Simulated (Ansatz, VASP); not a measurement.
## Zr in VASP and in Ansatz

```
CELL_PARAMETERS angstrom
5.03816 0.00000 0.00000
-2.51908 4.36318 0.00000
0.00000 0.00000 3.13465
ATOMIC_POSITIONS crystal
Zr 0.00000 0.00000 0.00000
Zr 0.33333 0.66667 0.50000
Zr 0.66667 0.33333 0.50000
```

Alike in both runs: task single point; functional BLYP; k mesh 10 × 10 × 13; occupations fermi-dirac, width 0.1 eV; no spin polarisation.

|  | VASP | Ansatz |
| --- | --- | --- |
| version | VASP 6.6.1 | Ansatz 0.2.0 |
| potentials or method | VASP PAW PBE potentials, release 64 (Zr_sv), cutoff 520 eV | plane waves (420 eV) with PAW, scalar-relativistic |
| valence electrons in the cell | 36 | 36 |

|  | VASP | Ansatz | Ansatz less VASP |
| --- | --- | --- | --- |
| pressure (GPa) | 4.1 | 3.9 | -0.15 |
| traceless stress, the component that is largest in VASP (GPa) | 0.06 | 0.07 | +0.010 |

VASP's potentials were made for PBE, not for BLYP.
